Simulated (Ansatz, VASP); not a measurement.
## One calculation of V, two programs

```
CELL_PARAMETERS angstrom
0.00000 2.65267 2.65267
2.65267 0.00000 2.65267
2.65267 2.65267 0.00000
ATOMIC_POSITIONS crystal
V 0.12500 0.12500 0.12500
V 0.87500 0.87500 0.87500
```

Alike in both runs: task relaxation of cell and atoms; functional PBE; k mesh 10 × 10 × 10; occupations fermi-dirac, width 0.1 eV; no spin polarisation.

|  | VASP | Ansatz |
| --- | --- | --- |
| version | VASP 6.6.1 | Ansatz 0.2.0 |
| potentials or method | VASP PAW PBE potentials, release 64 (V_sv), cutoff 600 eV | plane waves (420 eV) with PAW, scalar-relativistic |
| valence electrons in the cell | 26 | 26 |

|  | VASP | Ansatz | Ansatz less VASP |
| --- | --- | --- | --- |
| relaxed volume (Å³/atom) | 18.86 | 18.75 | -0.107 |
| relaxed length of the cell vector where the two differ most in proportion (Å) | 3.764 | 3.757 | -0.0071 |
